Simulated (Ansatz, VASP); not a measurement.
# One calculation of Ge3Pd, two programs

```
CELL_PARAMETERS angstrom
4.14202 0.00000 0.00000
0.00000 4.14202 0.00000
0.00000 0.00000 4.14202
ATOMIC_POSITIONS crystal
Ge 0.00000 0.50000 0.50000
Ge 0.50000 0.00000 0.50000
Ge 0.50000 0.50000 0.00000
Pd 0.00000 0.00000 0.00000
```

Alike in both runs: task single point; functional LDA; k mesh 6 × 6 × 6; no spin polarisation.

|  | VASP | Ansatz |
| --- | --- | --- |
| version | VASP 6.6.1 | Ansatz 0.2.0 |
| potentials or method | VASP PAW LDA potentials, release 64 (Ge_d, Pd), cutoff 520 eV | plane waves, PAW |
| occupations | fermi-dirac, width 0.1 eV | fermi-dirac |
| valence electrons in the cell | 52 | 60 |

VASP gave:

```
pressure (GPa) : -6.3
```

**Question.** What did Ansatz give for the same quantities?

**Answer.** Pressure (GPa): -6.7.

LDA's correlation is that of Perdew and Zunger in VASP and of Perdew and Wang (1992) in Ansatz. VASP's potentials hold 52 valence electrons a cell and Ansatz's 60, so a difference there can come from the potentials and not from the codes. Ansatz's warnings: stress scf threshold loose.
